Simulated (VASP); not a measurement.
Set up this calculation in VASP 6.6.1, as the native input.

* Task: single point
* Functional: PBE
* Potentials or basis: VASP PAW PBE potentials, release 64 (Re)
* Cutoff: 520 eV
* k mesh: 10 × 10 × 3
* Occupations: fermi-dirac, width 0.01 eV
* Spin: no spin polarisation
* Dipole correction: no
* Further INCAR settings: ALGO = Normal; EDIFF = 1e-06; NBANDS = 22

The structure of Re lies in POSCAR:

```
Re
1.0
    2.7289988087      0.0000000000      0.0000000000
   -1.3644998976      2.3633828686      0.0000000000
    0.0000000000      0.0000000000      8.8180349878
Re
4
Direct
    0.0000000000      0.0000000000      0.0000000000
    0.3333333333      0.6666666667      0.2500000000
    0.0000000000      0.0000000000      0.5000000000
    0.6666666667      0.3333333333      0.7500000000
```

These files were run (other wordings do the same):

INCAR

```
PREC = Accurate
ENCUT = 520
EDIFF = 1E-6
ISMEAR = -1
SIGMA = 0.01
LREAL = F
LASPH = T
NELM = 80
ALGO = Normal
ISIF = 2
LWAVE = F
LCHARG = T
GGA = PE
LELF = T
LVHAR = T
NBANDS = 22
```

KPOINTS

```
regular mesh
0
Gamma
  10 10 3
```

Potentials or basis: VASP PAW PBE potentials, release 64 (Re).

Command:

```sh
$ cat potpaw_PBE.64/Re/POTCAR > POTCAR
$ mpirun -np 1 vasp_std > vasp.out
```

Results of the run:

| Property | Result |
| --- | --- |
| Pressure | 19.9 GPa |
| Band gap on the k mesh | zero (bands 14 and 15 overlap by 2.66 eV) |

Caveat: the cell stands under pressure; spin-orbit coupling is left out, which moves the levels of the heavy elements.

Wall time 44 s on 1 thread of Intel Xeon 8259CL (shared host), peak memory 0.18 GiB.
